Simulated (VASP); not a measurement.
A run of VASP 6.6.1 is set up as follows.

The input INCAR:

```
SYSTEM = Sb
  PREC = Accurate
  ENCUT = 520
  EDIFF = 1E-6
  ISMEAR = -1
  SIGMA = 0.05
  LREAL = .FALSE.
  LASPH = .TRUE.
  NELM = 80
  ALGO = Normal
  ISIF = 2
  LWAVE = .FALSE.
  LCHARG = .FALSE.
  GGA = PS
  NBANDS = 12
```

The input KPOINTS:

```
Automatic mesh
0
G
  9 9 9
  0 0 0
```

File POSCAR:

```
Sb
1.0
    2.2004568288      1.3005956839      3.7779225001
   -2.1007438352      1.2575836773      3.7349104935
    0.0126070064     -2.4458593611      3.7191670064
Sb
2
Direct
    0.2336400000      0.2336400000      0.2336400000
    0.7663600000      0.7663600000      0.7663600000
```

Potentials or basis: VASP PAW PBE potentials, release 64 (Sb).

The run is started by

```console
$ cat potpaw_PBE.64/Sb/POTCAR > POTCAR
$ mpirun -np 1 vasp_std > vasp.out
```

Question: Predict the band gap on the k mesh.

Answer: Zero (bands 5 and 6 overlap by 0.12 eV).

Question: What does it give for the largest force?

Answer: 0.231 eV/Å.

Forces on the atoms (eV/Å):
```
Sb  -0.049 -0.096  0.204
Sb   0.049  0.096 -0.204
```

Caveat: the cell differs from its parent crystal (equal xy, yz and zx shear strains of +2 %); the PAW data sets were made with another functional, which shifts forces and pressure a little; spin-orbit coupling is left out, which moves the levels of the heavy elements.
